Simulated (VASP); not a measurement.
# ScW (P4/mmm) in VASP: a series of runs, part 2 of 2

VASP 6.6.1. Earlier steps stand in the parts before.

## (4) Relaxation of cell and atoms, PBE

The input, INCAR:

```
PREC = Accurate ; ENCUT = 600
EDIFF = 1E-6 ; ISMEAR = 0
SIGMA = 0.1 ; LREAL = False
LASPH = True ; NELM = 100
ALGO = Fast ; ISIF = 3
LWAVE = False ; LCHARG = False
GGA = PE ; IBRION = 2
NSW = 100 ; EDIFFG = -0.01
```

The input, KPOINTS:

```
regular mesh
0
Gamma
  18 18 14
```

The input, POSCAR:

```
ScW
1.0
    3.0439793960      0.0000000000      0.0000000000
    0.0000000000      3.0439793960      0.0000000000
    0.0000000000      0.0000000000      3.9897872797
Sc W
1 1
Direct
    0.5000000000      0.5000000000      0.5000000000
    0.0000000000      0.0000000000      0.0000000000
```

Potentials or basis: VASP PAW PBE potentials, release 64 (Sc_sv, W_sv).

Launch:

```bash
cat potpaw_PBE.64/Sc_sv/POTCAR potpaw_PBE.64/W_sv/POTCAR > POTCAR
mpirun -np 1 vasp_std > vasp.out
```

OUTCAR:

```text
PREC = Accurate
   ENCUT = 600
   EDIFF = 1E-6
   ISMEAR = 0
   LREAL = False
   LASPH = True
   NELM = 100
   ISIF = 3
   GGA = PE
   IBRION = 2
   NSW = 100
   EDIFFG = -0.01

 ion  position               nearest neighbor table
   1  0.500  0.500  0.500-   2 2.93   2 2.93   2 2.93   2 2.93   2 2.93   2 2.93   2 2.93   2 2.93

   2  0.000  0.000  0.000-   1 2.93   1 2.93   1 2.93   1 2.93   1 2.93   1 2.93   1 2.93   1 2.93

  LATTYP: Found a simple tetragonal cell.
 ALAT       =     3.0439793960
 C/A-ratio  =     1.3107142857

  Lattice vectors:

 A1 = (   3.0439793960,   0.0000000000,   0.0000000000)
 A2 = (   0.0000000000,   3.0439793960,   0.0000000000)
 A3 = (   0.0000000000,   0.0000000000,   3.9897872797)

Analysis of symmetry for initial positions (statically):
=====================================================================
 Subroutine PRICEL returns:
 Original cell was already a primitive cell.

 Routine SETGRP: Setting up the symmetry group for a
 simple tetragonal supercell.

 Subroutine GETGRP returns: Found 16 space group operations
 (whereof 16 operations were pure point group operations)
 out of a pool of 16 trial point group operations.

The static configuration has the point symmetry D_4h.

Analysis of symmetry for dynamics (positions and initial velocities):
=====================================================================
 Subroutine PRICEL returns:
 Original cell was already a primitive cell.

 Routine SETGRP: Setting up the symmetry group for a
 simple tetragonal supercell.

 Subroutine GETGRP returns: Found 16 space group operations
 (whereof 16 operations were pure point group operations)
 out of a pool of 16 trial point group operations.

The dynamic configuration has the point symmetry D_4h.

 Subroutine INISYM returns: Found 16 space group operations
 (whereof 16 operations are pure point group operations),
 and found     1 'primitive' translations

----------------------------------------------------------------------------------------

                                     Primitive cell

  volume of cell :      36.9686

  direct lattice vectors                    reciprocal lattice vectors
     3.043979396  0.000000000  0.000000000     0.328517335  0.000000000  0.000000000
     0.000000000  3.043979396  0.000000000     0.000000000  0.328517335  0.000000000
     0.000000000  0.000000000  3.989787280     0.000000000  0.000000000  0.250639929

  length of vectors
     3.043979396  3.043979396  3.989787280     0.328517335  0.328517335  0.250639929

  position of ions in fractional coordinates (direct lattice)
     0.500000000  0.500000000  0.500000000
     0.000000000  0.000000000  0.000000000

  ion indices of the primitive-cell ions
   primitive index   ion index
                 1           1
                 2           2

----------------------------------------------------------------------------------------

 KPOINTS: regular mesh

Automatic generation of k-mesh.
 Grid dimensions read from file:
 generate k-points for:   18   18   14

[... 52 lines left out ...]
   NGXF,Y,Z  is equivalent  to a cutoff of  26.22, 26.22, 26.67 a.u.
 SYSTEM =  unknown system
   PREC   = accura    normal or accurate (medium, high low for compatibility)
   ISTART =      0    job   : 0-new  1-cont  2-samecut
   ICHARG =      2    charge: 1-file 2-atom 10-const
   ISPIN  =      1    spin polarized calculation?
   LNONCOLLINEAR =      F non collinear calculations
   LSORBIT =      F    spin-orbit coupling
   LASPH  =      T    aspherical Exc in radial PAW
   ENCUT  =  600.0 eV  44.10 Ry    6.64 a.u.   6.08  6.08  7.97*2*pi/ulx,y,z
   NELM   =    100;   NELMIN=  2; NELMDL= -5     # of ELM steps
   EDIFF  = 0.1E-05   stopping-criterion for ELM
   LREAL  =      F    real-space projection
   EDIFFG = -.1E-01   stopping-criterion for IOM
   NSW    =    100    number of steps for IOM
   IBRION =      2    ionic relax: 0-MD 1-quasi-New 2-CG
   NFREE  =      1    steps in history (QN), initial steepest desc. (CG)
   ISIF   =      3    stress and relaxation
   ISYM   =      2    0-nonsym 1-usesym 2-fastsym
   POTIM  = 0.5000    time-step for ionic-motion
   TEBEG  =    0.0;   TEEND  =   0.0 temperature during run
   PSTRESS=    0.0 pullay stress
   NELECT =      25.0000    total number of electrons
   NUPDOWN=      -1.0000    fix difference up-down
   EMIN   =  10.00;   EMAX   =-10.00  energy-range for DOS
   EFERMI =   0.00;   METHOD = LEGACY
   ISMEAR =     0;   SIGMA  =   0.10  broadening in eV -4-tet -1-fermi 0-gaus
   EFERMI_NEDOS =   21; number of points for ismear=-14 and -15
   IALGO  =     68    algorithm
   IMIX   =      4    mixing-type and parameters
     AMIX     =   0.40;   BMIX     =  1.00
     AMIX_MAG =   1.60;   BMIX_MAG =  1.00
  volume/ion in A,a.u.               =      18.48       124.74
  Fermi-wavevector in a.u.,A,eV,Ry     =   1.436957  2.715455 28.093929  2.064846
  Thomas-Fermi vector in A             =   2.556088
   LORBIT       =      0    0 simple, 1 ext, 2 COOP (PROOUT), +10 PAW based schemes
   GGA     = PE    functional components
   LHFCALC =     F    Hartree Fock is set to
   AEXX    =    0.0000 exact exchange contribution
   IVDW    =     0    specifies the selected vdW correction
   LEPSILON=     F    determine dielectric tensor
   LRPA    =     F    only Hartree local field effects (RPA)
 conjugate gradient relaxation of ions
 non-spin polarized calculation
 RMM-DIIS sequential band-by-band and
 Gauss-broadening in eV      SIGMA  =   0.10
  energy-cutoff  :      600.00
  volume of cell :       36.97
 maximum number of plane-waves:      1252
   NGX = 13   NGY = 13   NGZ = 15

--------------------------------------- Ionic step        1  -------------------------------------------

 number of electron      25.0000001 magnetization

 Free energy of the ion-electron system (eV)
  ---------------------------------------------------
  ext. energy  EPLUGINS =         0.00000000
  ---------------------------------------------------
  free energy    TOTEN  =       -18.14640587 eV

  energy without entropy =      -18.13228865  energy(sigma->0) =      -18.13934726

------------------------ aborting loop because EDIFF is reached ----------------------------------------

  FORCE on cell =-STRESS in cart. coord.  units (eV):
  Direction    XX          YY          ZZ          XY          YZ          ZX
  --------------------------------------------------------------------------------------
  -------------------------------------------------------------------------------------
  Total       -0.3425116     -0.3425116      1.5689856      0.0000000      0.0000000      0.0000000
  in kB      -14.8440611    -14.8440611     67.9980382      0.0000000      0.0000000      0.0000000
  external PRESSURE =      12.7699720 kB  Pullay stress =       0.0000000 kB
[... 89 lines left out ...]
  FREE ENERGIE OF THE ION-ELECTRON SYSTEM (eV)
  ---------------------------------------------------
  free  energy   TOTEN  =       -18.3772301841 eV

  energy  without entropy=      -18.3643894846  energy(sigma->0) =      -18.37080983

[... ionic steps 4 to 16 ...]

--------------------------------------- Ionic step       17  -------------------------------------------

 number of electron      24.9999994 magnetization

------------------------ aborting loop because EDIFF is reached ----------------------------------------
[... 67 lines left out ...]
--------------------------------------- Ionic step       19  -------------------------------------------

 number of electron      24.9999994 magnetization

 Free energy of the ion-electron system (eV)
  ---------------------------------------------------
  ext. energy  EPLUGINS =         0.00000000
  ---------------------------------------------------
  free energy    TOTEN  =       -18.53353558 eV

  energy without entropy =      -18.52092821  energy(sigma->0) =      -18.52723189

 E-fermi :   7.2099     XC(G=0): -11.9378

 val. band max:        7.2094557546   @ k =   0.2222   0.0000   0.3571
 cond. band min:       7.2100748248   @ k =   0.5000   0.0556   0.3571
 fundamental gap:      0.0006190701
 Fermi energy:         7.2099429166

 k-point     1 :       0.0000    0.0000    0.0000
  band No.  band energies     occupation
      1     -66.4288      2.00000
      2     -41.7956      2.00000
      3     -30.5955      2.00000
      4     -30.2593      2.00000
      5     -30.2593      2.00000
      6     -20.3089      2.00000
[... 433 lines left out ...]
      3     -30.8135      2.00000
      4     -30.5190      2.00000
      5     -30.2985      2.00000
      6     -20.7142      2.00000
[... 8 lines left out ...]
     15       9.1297      0.00000
     16       9.6450      0.00000

 [... further k-points ...]
[... 5 lines left out ...]
  --------------------------------------------------------------------------------------
  -------------------------------------------------------------------------------------
  Total       -0.0166797     -0.0166797     -0.0047835      0.0000000      0.0000000     -0.0000000
  in kB       -0.7232762     -0.7232762     -0.2074233      0.0000000      0.0000000     -0.0000000
  external PRESSURE =      -0.5513252 kB  Pullay stress =       0.0000000 kB
[... 17 lines left out ...]
  FREE ENERGIE OF THE ION-ELECTRON SYSTEM (eV)
  ---------------------------------------------------
  free  energy   TOTEN  =       -18.5335355779 eV

  energy  without entropy=      -18.5209282072  energy(sigma->0) =      -18.52723189

 reached required accuracy - stopping structural energy minimisation
```

OSZICAR:

```text
N       E                     dE             d eps       ncg     rms          rms(c)
DAV:   1     0.273612078495E+03    0.27361E+03   -0.14396E+04 14184   0.191E+03
DAV:   2    -0.570847697288E+01   -0.27932E+03   -0.27808E+03 14376   0.561E+02
DAV:   3    -0.190808545505E+02   -0.13372E+02   -0.13046E+02 22552   0.117E+02
[... 224 lines left out ...]
       N       E                     dE             d eps       ncg     rms          rms(c)
DAV:   1    -0.185335494356E+02   -0.15725E-04   -0.51640E-04 17040   0.365E-01    0.302E-02
RMM:   2    -0.185335379154E+02    0.11520E-04   -0.39107E-05 17225   0.836E-02    0.118E-02
RMM:   3    -0.185335358898E+02    0.20256E-05   -0.11336E-05 13301   0.546E-02    0.565E-03
RMM:   4    -0.185335355779E+02    0.31192E-06   -0.58540E-06 11186   0.288E-02
  19 F= -.18533536E+02 E0= -.18527232E+02  d E =-.185154E-04
```

Wall time 21 min (1 thread of Intel Xeon 6975P-C (Granite Rapids), shared host); peak memory 0.49 GiB.

Results:

```
Free energy                           : -18.5335 eV
Relaxed volume                        : 18.47 Å³/atom
Relaxed cell                          : a = 2.788 Å, b = 2.788 Å, c = 4.753 Å, α = 90.00°, β = 90.00°, γ = 90.00°
Space group after relaxing (to 0.1 Å) : P4/mmm (No. 123)
Energy gained by relaxing             : 193.6 meV/atom
Ionic steps                           : 19
Pressure after relaxing               : -0.1 GPa
Band gap on the k mesh                : zero (an odd number of electrons rules out a gap without spin polarisation)
```

Step by step:
| step | energy change (eV) | largest force (eV/Å) | pressure (GPa) | volume (Å³) |
| --- | --- | --- | --- | --- |
| 1 | 0.0000 | 0.0000 | 1.28 | 36.97 |
| 2 | -0.0680 | 0.0000 | -1.55 | 37.74 |
| 3 | -0.2308 | 0.0000 | -8.81 | 39.80 |
| 4 | -0.2406 | 0.0000 | -10.55 | 40.37 |
| 5 | -0.2389 | 0.0000 | -9.74 | 40.10 |
| 6 | -0.2518 | 0.0000 | -9.77 | 40.07 |
| 7 | -0.2811 | 0.0000 | -9.72 | 39.99 |
| 8 | -0.2885 | 0.0000 | -9.11 | 39.73 |
| 9 | -0.2940 | 0.0000 | -9.51 | 39.88 |
| 10 | -0.3170 | 0.0000 | -8.41 | 39.47 |
| 11 | -0.3671 | 0.0000 | -4.73 | 38.26 |
| 12 | -0.3736 | 0.0000 | 4.28 | 35.91 |
| 13 | -0.3871 | 0.0000 | -0.17 | 36.98 |
| 14 | -0.3871 | 0.0000 | 0.07 | 36.92 |
| 15 | -0.3871 | 0.0000 | 0.05 | 36.92 |
| 16 | -0.3871 | 0.0000 | 0.01 | 36.94 |
| 17 | -0.3871 | 0.0000 | -0.13 | 36.97 |
| 18 | -0.3871 | 0.0000 | -0.11 | 36.96 |
| 19 | -0.3871 | 0.0000 | -0.06 | 36.95 |

Final structure:
```cif
data_structure
_symmetry_space_group_name_H-M 'P 1'
_symmetry_Int_Tables_number 1
_cell_length_a 2.7882
_cell_length_b 2.7882
_cell_length_c 4.7528
_cell_angle_alpha 90.000
_cell_angle_beta 90.000
_cell_angle_gamma 90.000
_cell_volume 36.95
loop_
_atom_site_label
_atom_site_type_symbol
_atom_site_fract_x
_atom_site_fract_y
_atom_site_fract_z
_atom_site_occupancy
Sc1 Sc 0.50000 0.50000 0.50000 1
W1 W 0.00000 0.00000 0.00000 1
```

Caveat: a cell axis changed by over 15 % at a fixed basis, so the end point is rough; spin-orbit coupling is left out, which moves the levels of the heavy elements.

## (5) Summary

| task | cell | k mesh | cutoff (eV) | gap on the mesh (eV) | pressure (GPa) |
| --- | --- | --- | --- | --- | --- |
| single point | a = 3.044, b = 3.044, c = 3.990 Å, 2 atoms | 6 × 6 × 4 | 520 | none | 1.6 |
| single point | a = 2.785, b = 2.785, c = 4.754 Å, 2 atoms | 18 × 18 × 14 | 520 | none | 0.2 |
| relaxation of cell and atoms | relaxed from a = 3.044, b = 3.044, c = 3.990 Å, 2 atoms | 18 × 18 × 14 | 600 | none | -0.1 |

Alike in all rows: level PBE; potentials or basis VASP PAW PBE potentials, release 64 (Sc_sv, W_sv); no spin polarisation; smearing gaussian 0.1 eV.

Caveats: some runs use coarse meshes; spin-orbit coupling is left out, which moves the levels of the heavy elements; a cell axis changed by over 15 % at a fixed basis, so the end point is rough (at least some runs).

Absolute energies hang on the potentials; compare differences alone.

The gap in the log of VASP goes by the Fermi energy; the results here count the filled bands.